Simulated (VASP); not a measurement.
## AlN: relaxation of cell and atoms with LDA

The system is AlN.

```
CELL_PARAMETERS angstrom
2.17114 2.17114 0.00000
-2.17114 2.17114 0.00000
0.00000 2.17114 2.17114
ATOMIC_POSITIONS crystal
Al 0.00000 0.00000 0.00000
N 0.25000 0.75000 0.50000
```

```json
{"Program": "VASP 6.6.1", "Task": "relaxation of cell and atoms", "Functional": "LDA", "Potentials or basis": "VASP PAW LDA potentials, release 64 (Al, N)", "Cutoff": "600 eV", "k mesh": "10 × 10 × 10", "Occupations": "gaussian, width 0.01 eV", "Spin": "no spin polarisation", "Target pressure": "2 GPa", "Dipole correction": "no", "Further INCAR settings": "ALGO = Normal; EDIFF = 1e-06; IBRION = 2; EDIFFG = -0.002; NSW = 100; ISIF = 3"}
```

```yaml
Relaxed_volume: 10.17 Å³/atom
Relaxed_cell: a = 3.064 Å, b = 3.064 Å, c = 3.064 Å, α = 60.00°, β = 60.00°, γ = 90.00°
Space_group_after_relaxing_to_0.05_Å: F-43m (No. 216)
Energy_change_on_relaxing_the_enthalpy_is_what_falls: +0.5 meV/atom
Ionic_steps: 3
Pressure_after_relaxing: 2.0 GPa
Band_gap_on_the_k_mesh: 3.23 eV, indirect (least direct gap 4.45 eV)
```

The path:
```csv
step,energy change (eV),largest force (eV/Å),pressure (GPa),volume (Å³)
1,0.0000,0.0000,0.56,20.47
2,0.0034,0.0000,3.47,20.20
3,0.0011,0.0000,2.00,20.33
```

Final structure:
```xyz
2
Lattice="2.1663 2.1663 0.0000 -2.1663 2.1663 0.0000 0.0000 2.1663 2.1663" Properties=species:S:1:pos:R:3 pbc="T T T"
Al    0.0000    2.1663    2.1663
N    -1.0831    3.2494    1.0831
```

Levels at points of the mesh, in eV from the valence-band top:
```
           k point  band 1  band 2  band 3  band 4  band 5  band 6  band 7  band 8
(0.00, 0.00, 0.00)  -14.97    0.00    0.00    0.00    4.45   12.58   12.58   12.58
(0.50, 0.00, 0.00)  -12.77   -6.01   -0.49   -0.49    7.49    9.93   11.12   11.12
(0.50, 0.50, 0.00)  -12.09   -5.03   -1.82   -1.82    3.23    8.56   14.08   15.79
```

Wall time 19 s on 1 thread of Intel(R) Xeon(R) Platinum 8488C (Sapphire Rapids), with other jobs on the host, peak memory 0.14 GiB.

Caveat: the cell is relaxed towards a set pressure, so the enthalpy falls and the energy may rise. A k mesh can miss the band edges.
